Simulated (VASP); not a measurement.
# BN (Pm) in VASP: a series of runs

BN is run at these levels: PBE; tasks: single point.

Everything below comes from runs of VASP 6.6.1. Logs are shortened: lines on timing, memory, paths and dates and some standing lists are left out, and cuts for length are marked.

**1. The cell of the first run**

It takes space group Pm (No. 6, monoclinic). The conventional cell has a = 2.512 Å, b = 8.344 Å, c = 2.512 Å, α = 90.00°, β = 120.00°, γ = 90.00°. Within 1.9 Å of B (site symmetry m) lie 3 N at 1.40 to 1.52 Å. B (site symmetry m) has 3 N at 1.38 to 1.50 Å within 1.8 Å. Within 1.8 Å of N (site symmetry m) lie 3 B at 1.38 to 1.50 Å. Within 1.9 Å of N (site symmetry m) lie 3 B at 1.40 to 1.52 Å.

**2. Single point, PBE (all B atoms moved +0.075 Å, as atom 1 along Cartesian [1 1 0])**

Input file INCAR:

```
SYSTEM = BN
PREC = Accurate
ENCUT = 520
EDIFF = 1E-6
ISMEAR = 0
SIGMA = 0.05
LREAL = .False.
LASPH = .True.
NELM = 60
ALGO = Normal
ISIF = 2
LWAVE = .False.
LCHARG = .False.
GGA = PE
NBANDS = 16
```

Input file KPOINTS:

```
regular mesh
0
Gamma
  12 12 4
  0 0 0
```

Input file POSCAR:

```
BN
1.0
    2.5121751215      0.0000000000      0.0000000000
   -1.2560875608      2.1756074740      0.0000000000
    0.0000000000      0.0000000000      8.3436910039
B N
2 2
Direct
    0.3666318202      0.6910428509      0.2500000000
    0.6999651536      0.3577095176      0.7500000000
    0.3333333333      0.6666666667      0.7500000000
    0.6666666667      0.3333333333      0.2500000000
```

Potentials or basis: VASP PAW PBE potentials, release 64 (B, N).

Run with:

```console
$ cat potpaw_PBE.64/B/POTCAR potpaw_PBE.64/N/POTCAR > POTCAR
$ mpirun -np 1 vasp_std > vasp.out
```

OUTCAR:

```text
SYSTEM = BN
   PREC = Accurate
   ENCUT = 520
   EDIFF = 1E-6
   ISMEAR = 0
   LREAL = .False.
   LASPH = .True.
   NELM = 60
   ISIF = 2
   GGA = PE

 ion  position               nearest neighbor table
   1  0.367  0.691  0.250-   4 1.40   4 1.43   4 1.52
   2  0.700  0.358  0.750-   3 1.38   3 1.47   3 1.50
   3  0.333  0.667  0.750-   2 1.38   2 1.47   2 1.50
   4  0.667  0.333  0.250-   1 1.40   1 1.43   1 1.52

  LATTYP: Found a hexagonal cell.
 ALAT       =     2.5121751215
 C/A-ratio  =     3.3213015018

  Lattice vectors:

 A1 = (   2.5121751215,   0.0000000000,   0.0000000000)
 A2 = (  -1.2560875608,   2.1756074740,   0.0000000000)
 A3 = (   0.0000000000,   0.0000000000,   8.3436910039)

Analysis of symmetry for initial positions (statically):
=====================================================================
 Subroutine PRICEL returns:
 Original cell was already a primitive cell.

 Routine SETGRP: Setting up the symmetry group for a
 hexagonal supercell.

 Subroutine GETGRP returns: Found  2 space group operations
 (whereof  1 operations were pure point group operations)
 out of a pool of 24 trial point group operations.

The static configuration has the point symmetry C_1 .
 The point group associated with its full space group is C_1h.

Analysis of symmetry for dynamics (positions and initial velocities):
=====================================================================
 Subroutine PRICEL returns:
 Original cell was already a primitive cell.

 Routine SETGRP: Setting up the symmetry group for a
 hexagonal supercell.

 Subroutine GETGRP returns: Found  2 space group operations
 (whereof  1 operations were pure point group operations)
 out of a pool of 24 trial point group operations.

The dynamic configuration has the point symmetry C_1 .
 The point group associated with its full space group is C_1h.

 Subroutine INISYM returns: Found  2 space group operations
 (whereof  1 operations are pure point group operations),
 and found     1 'primitive' translations

----------------------------------------------------------------------------------------

                                     Primitive cell

  volume of cell :      45.6025

  direct lattice vectors                    reciprocal lattice vectors
     2.512175121  0.000000000  0.000000000     0.398061422  0.229820869  0.000000000
    -1.256087561  2.175607474  0.000000000     0.000000000  0.459641738  0.000000000
     0.000000000  0.000000000  8.343691004     0.000000000  0.000000000  0.119851035

[... 85 lines left out ...]
   ENCUT  =  520.0 eV  38.22 Ry    6.18 a.u.   4.67  4.67 15.51*2*pi/ulx,y,z
   NELM   =     60;   NELMIN=  2; NELMDL= -5     # of ELM steps
   EDIFF  = 0.1E-05   stopping-criterion for ELM
   LREAL  =      F    real-space projection
   EDIFFG = 0.1E-04   stopping-criterion for IOM
   NSW    =      0    number of steps for IOM
   IBRION =     -1    ionic relax: 0-MD 1-quasi-New 2-CG
   NFREE  =      0    steps in history (QN), initial steepest desc. (CG)
   ISIF   =      2    stress and relaxation
   ISYM   =      2    0-nonsym 1-usesym 2-fastsym
   POTIM  = 0.5000    time-step for ionic-motion
   TEBEG  =    0.0;   TEEND  =   0.0 temperature during run
   PSTRESS=    0.0 pullay stress
   NELECT =      16.0000    total number of electrons
   NUPDOWN=      -1.0000    fix difference up-down
   EMIN   =  10.00;   EMAX   =-10.00  energy-range for DOS
   EFERMI =   0.00;   METHOD = LEGACY
   ISMEAR =     0;   SIGMA  =   0.05  broadening in eV -4-tet -1-fermi 0-gaus
   EFERMI_NEDOS =   21; number of points for ismear=-14 and -15
   IALGO  =     38    algorithm
   IMIX   =      4    mixing-type and parameters
     AMIX     =   0.40;   BMIX     =  1.00
     AMIX_MAG =   1.60;   BMIX_MAG =  1.00
  volume/ion in A,a.u.               =      11.40        76.94
  Fermi-wavevector in a.u.,A,eV,Ry     =   1.154654  2.181980 18.139645  1.333226
  Thomas-Fermi vector in A             =   2.291289
   LORBIT       =      0    0 simple, 1 ext, 2 COOP (PROOUT), +10 PAW based schemes
   GGA     = PE    functional components
   LHFCALC =     F    Hartree Fock is set to
   AEXX    =    0.0000 exact exchange contribution
   IVDW    =     0    specifies the selected vdW correction
   LEPSILON=     F    determine dielectric tensor
   LRPA    =     F    only Hartree local field effects (RPA)
 non-spin polarized calculation
 Gauss-broadening in eV      SIGMA  =   0.05
  energy-cutoff  :      520.00
  volume of cell :       45.60
 maximum number of plane-waves:      1267
   NGX =  9   NGY =  9   NGZ = 31

 number of electron      15.9999998 magnetization

 Free energy of the ion-electron system (eV)
  ---------------------------------------------------
  ext. energy  EPLUGINS =         0.00000000
  ---------------------------------------------------
  free energy    TOTEN  =       -34.98003014 eV

  energy without entropy =      -34.98003014  energy(sigma->0) =      -34.98003014

 E-fermi :   0.8758     XC(G=0):  -8.5772

 val. band max:        0.5596945428   @ k =   0.3333   0.3333   0.5000
 cond. band min:       4.8503810587   @ k =   0.5000  -0.0000   0.0000
 fundamental gap:      4.2906865159
 Fermi energy:         0.8757570659

 k-point     1 :       0.0000    0.0000    0.0000
  band No.  band energies     occupation
      1     -17.0355      2.00000
      2     -16.9946      2.00000
      3      -4.9011      2.00000
      4      -4.3004      2.00000
      5      -1.6091      2.00000
      6      -1.5894      2.00000
[... 433 lines left out ...]
      3      -4.2024      2.00000
      4      -3.6632      2.00000
      5      -3.4983      2.00000
      6      -3.1135      2.00000
[... 8 lines left out ...]
     15      13.2869      0.00000
     16      14.2563      0.00000

 [... further k-points ...]
[... 5 lines left out ...]
  --------------------------------------------------------------------------------------
  -------------------------------------------------------------------------------------
  Total        0.7473487      0.7366177     -0.0216536      0.1919547      0.0000000      0.0000000
  in kB       26.2570055     25.8799863     -0.7607666      6.7440490      0.0000000      0.0000000
  external PRESSURE =      17.1254084 kB  Pullay stress =       0.0000000 kB

 VOLUME and BASIS-vectors are now :
 -----------------------------------------------------------------------------
  energy-cutoff  :      520.00
  volume of cell :       45.60
      direct lattice vectors                 reciprocal lattice vectors
     2.512175121  0.000000000  0.000000000     0.398061422  0.229820869  0.000000000
    -1.256087561  2.175607474  0.000000000     0.000000000  0.459641738  0.000000000
     0.000000000  0.000000000  8.343691004     0.000000000  0.000000000  0.119851035

 POSITION                                       TOTAL-FORCE (eV/Angst)
 -----------------------------------------------------------------------------------
      0.05303      1.50344      2.08592        -1.793433     -2.145343      0.000000
      1.30912      0.77824      6.25777        -2.501123     -2.148253      0.000000
     -0.00000      1.45040      6.25777         2.501264      2.148261      0.000000
      1.25609      0.72520      2.08592         1.793292      2.145335      0.000000
 -----------------------------------------------------------------------------------
    total drift:                                0.000407      0.000422      0.000000

  FREE ENERGIE OF THE ION-ELECTRON SYSTEM (eV)
  ---------------------------------------------------
  free  energy   TOTEN  =       -34.9800301429 eV

  energy  without entropy=      -34.9800301429  energy(sigma->0) =      -34.98003014
```

OSZICAR:

```text
N       E                     dE             d eps       ncg     rms          rms(c)
DAV:   1     0.583324130877E+02    0.58332E+02   -0.76894E+03  7120   0.896E+02
DAV:   2    -0.344859961366E+02   -0.92818E+02   -0.83535E+02  9952   0.215E+02
DAV:   3    -0.387467529145E+02   -0.42608E+01   -0.42367E+01  9408   0.474E+01
DAV:   4    -0.387852632261E+02   -0.38510E-01   -0.38498E-01  8928   0.506E+00
DAV:   5    -0.387857638265E+02   -0.50060E-03   -0.50059E-03  9480   0.545E-01    0.114E+01
DAV:   6    -0.354094538267E+02    0.33763E+01   -0.56923E+00  9200   0.178E+01    0.508E+00
DAV:   7    -0.350858739259E+02    0.32358E+00   -0.63144E-01  9840   0.550E+00    0.318E+00
DAV:   8    -0.349817569327E+02    0.10412E+00   -0.30057E-01  9816   0.352E+00    0.516E-01
DAV:   9    -0.349779036180E+02    0.38533E-02   -0.19248E-02  7760   0.109E+00    0.209E-01
DAV:  10    -0.349797609484E+02   -0.18573E-02   -0.18576E-03  7800   0.339E-01    0.452E-02
DAV:  11    -0.349799785110E+02   -0.21756E-03   -0.16403E-04  9008   0.101E-01    0.324E-02
DAV:  12    -0.349800291848E+02   -0.50674E-04   -0.65555E-05  7672   0.582E-02    0.402E-03
DAV:  13    -0.349800301429E+02   -0.95814E-06   -0.15666E-06  9320   0.124E-02
   1 F= -.34980030E+02 E0= -.34980030E+02  d E =-.151407E-20
```

Run time: 2.8 min. Hardware: 1 thread of Intel Xeon 8259CL, shared host; peak memory 0.26 GiB.

Results:

```yaml
Free_energy: -34.9800 eV
Pressure: 1.7 GPa
Largest_force: 3.297 eV/Å
Band_gap_on_the_k_mesh: 4.29 eV, indirect (least direct gap 4.73 eV)
```

Forces in eV/Å, atoms in the order of the input:
```
B   -1.793 -2.145  0.000
B   -2.501 -2.148  0.000
N    2.501  2.148  0.000
N    1.793  2.145  0.000
```

Levels at points of the mesh, in eV from the valence-band top:
| k point | band 5 | band 6 | band 7 | band 8 | band 9 | band 10 | band 11 | band 12 |
| --- | --- | --- | --- | --- | --- | --- | --- | --- |
| (0.00, 0.00, 0.00) | -2.17 | -2.15 | -0.46 | -0.44 | 4.44 | 7.80 | 9.93 | 10.43 |
| (0.50, 0.00, 0.00) | -4.54 | -3.67 | -1.17 | -0.59 | 4.29 | 5.45 | 9.43 | 9.94 |
| (0.00, 0.50, 0.00) | -4.37 | -3.74 | -1.11 | -0.65 | 4.40 | 5.31 | 9.36 | 9.81 |
| (0.50, 0.50, 0.00) | -4.11 | -3.88 | -1.02 | -0.74 | 4.58 | 5.11 | 9.29 | 9.68 |
| (0.00, 0.00, 0.50) | -2.17 | -2.15 | -0.46 | -0.44 | 5.72 | 5.72 | 10.37 | 10.43 |
| (0.50, 0.00, 0.50) | -4.54 | -3.67 | -1.14 | -0.62 | 4.31 | 5.38 | 9.61 | 9.86 |
| (0.00, 0.50, 0.50) | -4.37 | -3.74 | -1.08 | -0.68 | 4.43 | 5.23 | 9.54 | 9.72 |
| (0.50, 0.50, 0.50) | -4.11 | -3.88 | -0.95 | -0.81 | 4.67 | 4.97 | 9.49 | 9.56 |

Caveat: the cell differs from its parent crystal (all B atoms moved +0.075 Å, as atom 1 along Cartesian [1 1 0]); this functional lacks dispersion, which binds the layers, so the pressure and a relaxed spacing across them are unreliable; forces of over 1 eV/Å act on the atoms, so gaps and moduli don't describe the material at rest.

**3. Single point, PBE (all B atoms moved -0.050 Å, as atom 1 along Cartesian [1 1 0])**

Input file INCAR:

```
SYSTEM = BN
  PREC = Accurate
  ENCUT = 520
  EDIFF = 1E-6
  ISMEAR = 0
  SIGMA = 0.05
  LREAL = .False.
  LASPH = .True.
  NELM = 80
  ALGO = Normal
  ISIF = 2
  LWAVE = .False.
  LCHARG = .False.
  GGA = PE
  NBANDS = 16
```

Input file KPOINTS:

```
Automatic mesh
0
Gamma
  12 12 4
  0 0 0
```

Changes to POSCAR since step 2:

```diff
@@ -8,4 +8,4 @@
 Direct
-    0.3666318202      0.6910428509      0.2500000000
-    0.6999651536      0.3577095176      0.7500000000
+    0.3111343421      0.6504158772      0.2500000000
+    0.6444676754      0.3170825438      0.7500000000
     0.3333333333      0.6666666667      0.7500000000
```

Potentials or basis: VASP PAW PBE potentials, release 64 (B, N).

Run with:

```console
$ cat potpaw_PBE.64/B/POTCAR potpaw_PBE.64/N/POTCAR > POTCAR
$ mpirun -np 1 vasp_std > vasp.out
```

Run time: 2.4 min. Hardware: 1 thread of Intel Xeon 8259CL, shared host; peak memory 0.26 GiB.

Results (log left out):

```yaml
Free_energy: -35.1064 eV
Pressure: 0.8 GPa
Largest_force: 2.132 eV/Å
Band_gap_on_the_k_mesh: 4.41 eV, indirect (least direct gap 4.69 eV)
```

Forces in eV/Å, atoms in the order of the input:
```
B    1.584  1.428  0.000
B    1.272  1.427  0.000
N   -1.272 -1.427  0.000
N   -1.584 -1.428  0.000
```

Stress tensor (GPa, compression positive):
```
 1.23  0.30  0.00
 0.30  1.22  0.00
 0.00  0.00 -0.07
```

Levels at points of the mesh, in eV from the valence-band top:
| k point | band 5 | band 6 | band 7 | band 8 | band 9 | band 10 | band 11 | band 12 |
| --- | --- | --- | --- | --- | --- | --- | --- | --- |
| (0.00, 0.00, 0.00) | -1.90 | -1.90 | -0.76 | -0.75 | 4.41 | 7.78 | 10.03 | 10.77 |
| (0.50, 0.00, 0.00) | -4.40 | -3.82 | -1.10 | -0.68 | 4.41 | 5.25 | 9.43 | 9.90 |
| (0.00, 0.50, 0.00) | -4.30 | -3.88 | -1.07 | -0.71 | 4.48 | 5.17 | 9.40 | 9.84 |
| (0.50, 0.50, 0.00) | -4.14 | -3.99 | -1.02 | -0.76 | 4.58 | 5.06 | 9.36 | 9.78 |
| (0.00, 0.00, 0.50) | -1.90 | -1.90 | -0.76 | -0.75 | 5.70 | 5.70 | 10.73 | 10.77 |
| (0.50, 0.00, 0.50) | -4.40 | -3.82 | -1.07 | -0.71 | 4.44 | 5.16 | 9.63 | 9.79 |
| (0.00, 0.50, 0.50) | -4.30 | -3.88 | -1.02 | -0.76 | 4.53 | 5.06 | 9.60 | 9.72 |
| (0.50, 0.50, 0.50) | -4.14 | -3.99 | -0.94 | -0.84 | 4.69 | 4.89 | 9.60 | 9.64 |

Caveat: the cell differs from its parent crystal (all B atoms moved -0.050 Å, as atom 1 along Cartesian [1 1 0]); this functional lacks dispersion, which binds the layers, so the pressure and a relaxed spacing across them are unreliable; forces of over 1 eV/Å act on the atoms, so gaps and moduli don't describe the material at rest. A k mesh can miss the band edges.
